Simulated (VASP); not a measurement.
# AlC (P4/mmm) in VASP: single point with PBE

Aim: the single point of AlC with PBE.

All numbers are computed with VASP 6.6.1; they aren't measurements. Logs are shortened: lines on timing, memory, paths and dates and some standing lists are left out, and cuts for length are marked.

### 1 The cell of the first run

Symmetry: P4/mmm, No. 123, tetragonal system. Conventional cell: a = 2.766 Å, b = 2.766 Å, c = 3.833 Å, α = 90.00°, β = 90.00°, γ = 90.00°. Within 2.5 Å of Al (site symmetry 4/mmm) lie 2 C at 1.92 Å. Within 2.5 Å of C (site symmetry 4/mmm) lie 2 Al at 1.92 Å.

### 2 Single point, PBE

File INCAR:

```
SYSTEM = AlC
PREC = Accurate ; ENCUT = 600
EDIFF = 1E-6 ; ISMEAR = 0
SIGMA = 0.2 ; LREAL = .FALSE.
LASPH = .TRUE. ; NELM = 120
ALGO = Normal ; ISIF = 2
LWAVE = .FALSE. ; LCHARG = .FALSE.
GGA = PE ; NBANDS = 10
GGA_COMPAT = .FALSE.
```

File KPOINTS:

```
regular mesh
0
G
  6 6 6
  0 0 0
```

File POSCAR:

```
AlC
1.0
    2.7662023729      0.0000000000      0.0000000000
    0.0000000000      2.7662023729      0.0000000000
    0.0000000000      0.0000000000      3.8330232456
Al C
1 1
Direct
    0.0000000000      0.0000000000      0.6057918607
    0.0000000000      0.0000000000      0.1057824393
```

Potentials or basis: VASP PAW PBE potentials, release 64 (Al, C).

Command:

```console
cat potpaw_PBE.64/Al/POTCAR potpaw_PBE.64/C/POTCAR > POTCAR
mpirun -np 1 vasp_std > vasp.out
```

OUTCAR:

```text
SYSTEM = AlC
   PREC = Accurate
   ENCUT = 600
   EDIFF = 1E-6
   ISMEAR = 0
   LREAL = .FALSE.
   LASPH = .TRUE.
   NELM = 120
   ISIF = 2
   GGA = PE

 ion  position               nearest neighbor table
   1  0.000  0.000  0.606-   2 1.92   2 1.92
   2  0.000  0.000  0.106-   1 1.92   1 1.92

  LATTYP: Found a simple tetragonal cell.
 ALAT       =     2.7662023729
 C/A-ratio  =     1.3856626265

  Lattice vectors:

 A1 = (   2.7662023729,   0.0000000000,   0.0000000000)
 A2 = (   0.0000000000,   2.7662023729,   0.0000000000)
 A3 = (   0.0000000000,   0.0000000000,   3.8330232456)

Analysis of symmetry for initial positions (statically):
=====================================================================
 Subroutine PRICEL returns:
 Original cell was already a primitive cell.

 Routine SETGRP: Setting up the symmetry group for a
 simple tetragonal supercell.

 Subroutine GETGRP returns: Found  8 space group operations
 (whereof  8 operations were pure point group operations)
 out of a pool of 16 trial point group operations.

The static configuration has the point symmetry C_4v.

Analysis of symmetry for dynamics (positions and initial velocities):
=====================================================================
 Subroutine PRICEL returns:
 Original cell was already a primitive cell.

 Routine SETGRP: Setting up the symmetry group for a
 simple tetragonal supercell.

 Subroutine GETGRP returns: Found  8 space group operations
 (whereof  8 operations were pure point group operations)
 out of a pool of 16 trial point group operations.

The dynamic configuration has the point symmetry C_4v.

 Subroutine INISYM returns: Found  8 space group operations
 (whereof  8 operations are pure point group operations),
 and found     1 'primitive' translations

----------------------------------------------------------------------------------------

                                     Primitive cell

  volume of cell :      29.3298

  direct lattice vectors                    reciprocal lattice vectors
     2.766202373  0.000000000  0.000000000     0.361506450  0.000000000  0.000000000
     0.000000000  2.766202373  0.000000000     0.000000000  0.361506450  0.000000000
     0.000000000  0.000000000  3.833023246     0.000000000  0.000000000  0.260890669

  length of vectors
     2.766202373  2.766202373  3.833023246     0.361506450  0.361506450  0.260890669

  position of ions in fractional coordinates (direct lattice)
     0.000000000  0.000000000  0.605791861
     0.000000000  0.000000000  0.105782439

  ion indices of the primitive-cell ions
[... 78 lines left out ...]
   NSW    =      0    number of steps for IOM
   IBRION =     -1    ionic relax: 0-MD 1-quasi-New 2-CG
   NFREE  =      0    steps in history (QN), initial steepest desc. (CG)
   ISIF   =      2    stress and relaxation
   ISYM   =      2    0-nonsym 1-usesym 2-fastsym
   POTIM  = 0.5000    time-step for ionic-motion
   TEBEG  =    0.0;   TEEND  =   0.0 temperature during run
   PSTRESS=    0.0 pullay stress
   NELECT =       7.0000    total number of electrons
   NUPDOWN=      -1.0000    fix difference up-down
   EMIN   =  10.00;   EMAX   =-10.00  energy-range for DOS
   EFERMI =   0.00;   METHOD = LEGACY
   ISMEAR =     0;   SIGMA  =   0.20  broadening in eV -4-tet -1-fermi 0-gaus
   EFERMI_NEDOS =   21; number of points for ismear=-14 and -15
   IALGO  =     38    algorithm
   IMIX   =      4    mixing-type and parameters
     AMIX     =   0.40;   BMIX     =  1.00
     AMIX_MAG =   1.60;   BMIX_MAG =  1.00
  volume/ion in A,a.u.               =      14.66        98.96
  Fermi-wavevector in a.u.,A,eV,Ry     =   1.015479  1.918978 14.030302  1.031198
  Thomas-Fermi vector in A             =   2.148767
   LORBIT       =      0    0 simple, 1 ext, 2 COOP (PROOUT), +10 PAW based schemes
   GGA     = PE    functional components
   LHFCALC =     F    Hartree Fock is set to
   AEXX    =    0.0000 exact exchange contribution
   IVDW    =     0    specifies the selected vdW correction
   LEPSILON=     F    determine dielectric tensor
   LRPA    =     F    only Hartree local field effects (RPA)
 non-spin polarized calculation
 Gauss-broadening in eV      SIGMA  =   0.20
  energy-cutoff  :      600.00
  volume of cell :       29.33
 maximum number of plane-waves:       999
 NGX is ok and might be reduce to    24
   NGX = 11   NGY = 11   NGZ = 15

 number of electron       7.0000000 magnetization

 Free energy of the ion-electron system (eV)
  ---------------------------------------------------
  ext. energy  EPLUGINS =         0.00000000
  ---------------------------------------------------
  free energy    TOTEN  =        -9.20041611 eV

  energy without entropy =       -9.17441470  energy(sigma->0) =       -9.18741540

 E-fermi :   4.9834     XC(G=0):  -9.8334

 val. band max:        4.9406066375   @ k =   0.3333   0.1667   0.1667
 cond. band min:       4.9987147198   @ k =   0.1667   0.1667   0.1667
 fundamental gap:      0.0581080823
 Fermi energy:         4.9833857171

 k-point     1 :       0.0000    0.0000    0.0000
  band No.  band energies     occupation
      1      -7.7217      2.00000
      2       0.4694      2.00000
      3       1.9365      2.00000
      4       6.6085      0.00000
      5       6.6085      0.00000
      6      13.1386      0.00000
      7      15.5116      0.00000
      8      16.6532      0.00000
      9      17.1885      0.00000
     10      17.1885      0.00000
[... 287 lines left out ...]
 k-point    24 :       0.5000    0.0000    0.3333
  band No.  band energies     occupation
      1      -5.0985      2.00000
      2      -0.2200      2.00000
      3       0.6201      2.00000
      4       3.8279      2.00000
      5       7.4131      0.00000
      6       8.5980      0.00000
      7      15.6497      0.00000
      8      18.1748      0.00000
      9      18.5280      0.00000
     10      19.7560      0.00000

 [... further k-points ...]
[... 5 lines left out ...]
  --------------------------------------------------------------------------------------
  -------------------------------------------------------------------------------------
  Total       -0.0239752     -0.0239752      0.1232097      0.0000000      0.0000000      0.0000000
  in kB       -1.3096768     -1.3096768      6.7304833      0.0000000      0.0000000      0.0000000
  external PRESSURE =       1.3703766 kB  Pullay stress =       0.0000000 kB

 VOLUME and BASIS-vectors are now :
 -----------------------------------------------------------------------------
  energy-cutoff  :      600.00
  volume of cell :       29.33
      direct lattice vectors                 reciprocal lattice vectors
     2.766202373  0.000000000  0.000000000     0.361506450  0.000000000  0.000000000
     0.000000000  2.766202373  0.000000000     0.000000000  0.361506450  0.000000000
     0.000000000  0.000000000  3.833023246     0.000000000  0.000000000  0.260890669

 POSITION                                       TOTAL-FORCE (eV/Angst)
 -----------------------------------------------------------------------------------
      0.00000      0.00000      2.32201        -0.000000     -0.000000     -0.000950
      0.00000      0.00000      0.40547         0.000000      0.000000      0.000950
 -----------------------------------------------------------------------------------
    total drift:                                0.000000      0.000000     -0.000112

  FREE ENERGIE OF THE ION-ELECTRON SYSTEM (eV)
  ---------------------------------------------------
  free  energy   TOTEN  =        -9.2004161050 eV

  energy  without entropy=       -9.1744147020  energy(sigma->0) =       -9.18741540
```

Run time: 7.6 s. Hardware: 1 thread of Intel Xeon 6975P-C, shared host; peak memory 0.15 GiB.

What came out:

- Free energy: -9.2004 eV
- Pressure: 0.1 GPa

Caveat: the k points lie up to 0.38 Å⁻¹ apart.
